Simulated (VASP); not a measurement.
Crystal: BaTiO3.

```
Ba Ti O
1.0
     3.99980    0.00000    0.00000
     0.00000    3.99980    0.00000
     0.00000    0.00000    4.01800
Ba Ti O
1 1 3
Direct
  0.00000 0.00000 0.00000
  0.50000 0.50000 0.49000
  0.50000 0.50000 0.01900
  0.50000 0.00000 0.51700
  0.00000 0.50000 0.51700
```

Base run:

- Program: VASP 6.6.1
- Functional: PBEsol
- Dispersion: D4
- Potentials or basis: VASP PAW PBE potentials, release 64 (Ba_sv, Ti_sv, O)
- Cutoff: 520 eV
- k mesh: 4 × 4 × 4
- Occupations: gaussian, width 0.01 eV
- Spin: no spin polarisation
- Hubbard terms: Ti d U = 7.0 eV

Its results: band gap on the k mesh 2.60 eV, indirect (least direct gap 2.92 eV); pressure 2.3 GPa; largest force 0.837 eV/Å.

Q: The run is repeated on the same cell with these changes: hubbard terms from Ti d U = 7.0 eV to Ti d U = 3.0 eV. What comes out?

A: Band gap on the k mesh 2.06 eV, indirect (least direct gap 2.37 eV); pressure -1.2 GPa; largest force 0.223 eV/Å.

Caveats: the PAW data sets were made with another functional, which shifts forces and pressure a little; spin-orbit coupling is left out, which moves the levels of the heavy elements.

A k mesh can miss the band edges.
